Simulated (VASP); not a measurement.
Wanted: the native input for a VASP 6.6.1 run.

```yaml
Task: single point
Functional: LDA
Potentials_or_basis: VASP PAW LDA potentials, release 64 (Ti_sv, Zn)
Cutoff: 520 eV
k_mesh: 12 × 12 × 12
Occupations: gaussian, width 0.15 eV
Spin: no spin polarisation
Dipole_correction: no
Further_INCAR_settings: ALGO = Fast; EDIFF = 1e-06; NBANDS = 32
```

The structure of Ti3Zn lies in POSCAR:

```
Ti3Zn
1.0
    3.8028866473      0.0340452011      0.0340452011
    0.0340452011      3.8028866473      0.0340452011
    0.0340452011      0.0340452011      3.8028866473
Ti Zn
3 1
Direct
    0.0000000000      0.5000000000      0.5000000000
    0.5000000000      0.0000000000      0.5000000000
    0.5000000000      0.5000000000      0.0000000000
    0.0000000000      0.0000000000      0.0000000000
```

These files were run (other wordings do the same):

INCAR

```
PREC = Accurate
ENCUT = 520
EDIFF = 1E-6
ISMEAR = 0
SIGMA = 0.15
LREAL = False
LASPH = True
NELM = 60
ALGO = Fast
ISIF = 2
LWAVE = False
LCHARG = False
GGA = CA
NBANDS = 32
```

KPOINTS

```
regular mesh
0
Gamma
  12 12 12
```

Potentials or basis: VASP PAW LDA potentials, release 64 (Ti_sv, Zn).

The run is started by

```bash
$ cat potpaw_LDA.64/Ti_sv/POTCAR potpaw_LDA.64/Zn/POTCAR > POTCAR
$ mpirun -np 1 vasp_std > vasp.out
```

It gave:

| Property | Result |
| --- | --- |
| Pressure | 13.0 GPa |
| Band gap on the k mesh | zero (bands 24 and 25 overlap by 0.47 eV) |

Caveat: the cell stands under pressure.

It took 5.9 min on 1 thread of Intel(R) Xeon(R) 6975P-C (Granite Rapids) (shared host), peak memory 0.35 GiB.
